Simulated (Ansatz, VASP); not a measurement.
# Two plane-wave programs on Ta

```
CELL_PARAMETERS angstrom
-1.66072 1.66072 1.66072
1.66072 -1.66072 1.66072
1.66072 1.66072 -1.66072
ATOMIC_POSITIONS crystal
Ta 0.00000 0.00000 0.00000
```

Alike in both runs: task single point; functional PBE; k mesh 13 × 13 × 13; occupations methfessel-paxton of order 1, width 1 eV; no spin polarisation.

|  | VASP | Ansatz |
| --- | --- | --- |
| version | VASP 6.6.1 | Ansatz 0.2.0 |
| potentials or method | VASP PAW PBE potentials, release 64 (Ta_pv), cutoff 520 eV | plane waves (420 eV) with PAW, scalar-relativistic |
| valence electrons in the cell | 11 | 13 |

|  | VASP | Ansatz | Ansatz less VASP |
| --- | --- | --- | --- |
| pressure (GPa) | -0.2 | -0.3 | -0.10 |

The functional is the same, so the differences come from potentials, cutoffs and numerics. VASP's potentials hold 11 valence electrons a cell and Ansatz's 13, so a difference there can come from the potentials and not from the codes.

Neither program's run includes spin-orbit coupling.
